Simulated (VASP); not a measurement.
Wanted: the native input for a VASP 6.6.1 run.

```
Task                   : single point
Functional             : RPBE
Potentials or basis    : VASP PAW PBE potentials, release 64 (Zn)
Cutoff                 : 520 eV
k mesh                 : 10 × 10 × 10
Occupations            : fermi-dirac, width 0.1 eV
Spin                   : no spin polarisation
Dipole correction      : no
Further INCAR settings : ALGO = Normal; EDIFF = 1e-06; NBANDS = 19
```

The structure of Zn lies in POSCAR:

```
Zn
1.0
    0.0000000000      3.1013316235      3.1013316235
    3.1013316235      0.0000000000      3.1013316235
    3.1013316235      3.1013316235      0.0000000000
Zn
2
Direct
    0.1250000000      0.1250000000      0.1250000000
    0.8750000000      0.8750000000      0.8750000000
```

This isn't the form of Zn at room conditions, which is hcp.

The input as run:

INCAR

```
PREC = Accurate ; ENCUT = 520
EDIFF = 1E-6 ; ISMEAR = -1
SIGMA = 0.1 ; LREAL = F
LASPH = T ; NELM = 60
ALGO = Normal ; ISIF = 2
LWAVE = F ; LCHARG = F
GGA = RP ; NBANDS = 19
```

KPOINTS

```
regular mesh
0
Gamma
  10 10 10
```

Potentials or basis: VASP PAW PBE potentials, release 64 (Zn).

Command:

```sh
$ cat potpaw_PBE.64/Zn/POTCAR > POTCAR
$ mpirun -np 1 vasp_std > vasp.out
```

It gave:

```yaml
Pressure: -1.4 GPa
Band_gap_on_the_k_mesh: zero (bands 12 and 13 overlap by 4.71 eV)
```

Caveat: the PAW data sets were made with another functional, which shifts forces and pressure a little.

Run time: 80 s on 1 thread of AMD EPYC 7R13 (shared host), peak memory 0.19 GiB.
